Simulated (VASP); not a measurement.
# Pt: single point with PBEsol

The system is Pt.

```
Pt
1.0
    -1.69521    1.69521    1.32227
     1.69521   -1.69521    1.32227
     1.69521    1.69521   -1.32227
Pt
1
Direct
  0.00000 0.00000 0.00000
```

This cell differs from its parent crystal: ratio of the length along z to the lengths across it x 0.78, volume and fractional coordinates fixed.

```yaml
Program: VASP 6.6.1
Task: single point
Functional: PBEsol
Potentials_or_basis: VASP PAW PBE potentials, release 64 (Pt)
Cutoff: 520 eV
k_mesh: 30 × 30 × 30
Occupations: gaussian, width 0.15 eV
Spin: no spin polarisation
```

The pressure is 1.0 GPa and the band gap on the k mesh is zero (bands 5 and 6 overlap by 2.20 eV).

Stress tensor (GPa, compression positive):
```
-2.64  0.00  0.00
 0.00 -2.64  0.00
 0.00  0.00  8.38
```

Levels at points of the mesh, in eV from the Fermi level:
| k point | band 3 | band 4 | band 5 | band 6 | band 7 | band 8 |
| --- | --- | --- | --- | --- | --- | --- |
| (0.00, 0.00, 0.00) | -3.65 | -2.62 | -2.62 | -0.31 | 15.31 | 15.31 |
| (0.50, 0.00, 0.00) | -1.64 | 0.49 | 0.57 | 0.78 | 7.65 | 12.49 |
| (0.50, 0.50, 0.00) | -3.38 | -1.65 | -1.07 | 0.63 | 4.99 | 15.25 |
| (0.50, 0.50, 0.50) | 0.26 | 0.26 | 0.81 | 5.14 | 5.14 | 11.59 |

It took 2.7 min on 1 thread of AMD EPYC 9R45 96-Core Processor (Zen 5), with other jobs on the host, peak memory 0.39 GiB.

Caveat: the stress differs along the axes, from -3 to 8 GPa; the PAW data sets were made with another functional, which shifts forces and pressure a little; spin-orbit coupling is left out, which moves the levels of the heavy elements.
